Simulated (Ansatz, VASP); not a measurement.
## Sn in VASP and in Ansatz

File INCAR:

```
PREC     = Accurate       # precision mode
ENCUT    = 520            # plane-wave cutoff, eV
EDIFF    = 1E-7           # SCF threshold, eV
ISMEAR   = -1             # smearing method
SIGMA    = 0.05           # smearing width, eV
LREAL    = False          # projectors in reciprocal space
LASPH    = True           # aspherical terms in the spheres
NELM     = 80             # most SCF steps
ALGO     = Normal         # electronic algorithm
ISIF     = 2              # what is computed and relaxed
LWAVE    = False          # write WAVECAR
LCHARG   = False          # write CHGCAR
GGA      = PE             # functional
NBANDS   = 13             # bands
```

KPOINTS

```
regular mesh
0
Gamma
  6 6 6
```

File POSCAR:

```
Sn
1.0
   -2.0291894110      2.0291894110      1.6607599896
    2.0291894110     -2.0291894110      1.6607599896
    2.0291894110      2.0291894110     -1.6607599896
Sn
1
Direct
    0.0000000000      0.0000000000      0.0000000000
```

File input.yaml:

```yaml
crystal:
  lattice:
    - [-2.029189411, 2.029189411, 1.6607599896]
    - [2.029189411, -2.029189411, 1.6607599896]
    - [2.029189411, 2.029189411, -1.6607599896]
  atoms:
    - { symbol: Sn, position: [0.0, 0.0, 0.0] }
hamiltonian:
  xc: pbe
  pseudopotentials: { kind: paw }
kpoints:
  mp_grid: { grid: [6, 6, 6] }
  band_path:
    path:
      - [[0.0, 0.0, 0.0], [0.0, 0.0, 0.5], [-0.5, 0.5, 0.5], [0.0, 0.0, 0.0], [0.4174590337, 0.4174590337, -0.4174590337], [0.25, 0.25, 0.25], [0.0, 0.5, 0.0], [-0.4174590337, 0.5825409663, 0.4174590337], [-0.5, 0.5, 0.5]]
      - [[0.0, 0.0, 0.5], [0.25, 0.25, 0.25]]
    npoints: 14
scf:
  occupations: { method: fermi_dirac, width: 0.05 }
  n_extra_bands: 6
output:
  forces: true
  stress: true
  eigenvalues: true
  fatbands: false
```

Alike in both runs: functional PBE; k mesh 6 × 6 × 6; occupations fermi-dirac, width 0.05 eV; no spin polarisation.

|  | VASP | Ansatz |
| --- | --- | --- |
| version | VASP 6.6.1 | Ansatz 0.2.0 |
| potentials or method | VASP PAW PBE potentials, release 64 (Sn_d) | Ansatz PAW |
| plane-wave cutoff (eV) | 520 | 420 |
| valence electrons in the cell | 14 | 14 |
| task | single point | band structure |

```csv
,VASP,Ansatz,Ansatz less VASP
gap on the k mesh at the Fermi level (eV),none,none,-
pressure (GPa),1.4,1.4,+0.07
"traceless stress, the component that is largest in VASP (GPa)",-0.54,-0.53,+0.005
```

A gap of «none» marks a metal or a gap that the smearing closes.

The k mesh is coarse, so the values compare programs but aren't converged.
